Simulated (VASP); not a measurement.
Crystal: SiC.

```
CELL_PARAMETERS angstrom
3.07551 0.00000 0.00000
-1.53776 2.66347 0.00000
0.00000 0.00000 5.04862
ATOMIC_POSITIONS crystal
Si 0.33333 0.66667 0.00460
Si 0.66667 0.33333 0.50460
C 0.33333 0.66667 0.38040
C 0.66667 0.33333 0.88040
```

Base run:

```yaml
Program: VASP 6.6.1
Functional: PBE0
Potentials_or_basis: VASP PAW PBE potentials, release 64 (Si, C)
Cutoff: 520 eV
k_mesh: 6 × 6 × 4
Occupations: fermi-dirac, width 0.02 eV
Spin: no spin polarisation
```

Its results: band gap on the k mesh 3.90 eV (least direct gap 5.82 eV); pressure -1.8 GPa; largest force 0.019 eV/Å.

**Question.** The run is repeated on the same cell with these changes: functional from PBE0 to HSE06; further incar settings from ALGO = Normal; EDIFF = 1e-07; NBANDS = 16 to ALGO = Normal; EDIFF = 1e-06; NBANDS = 16. What comes out?

**Answer.** Band gap on the k mesh 3.16 eV (least direct gap 5.06 eV); pressure -1.6 GPa; largest force 0.020 eV/Å.

Caveats: the PAW data sets were made with another functional, which shifts forces and pressure a little.

A k mesh can miss the band edges.
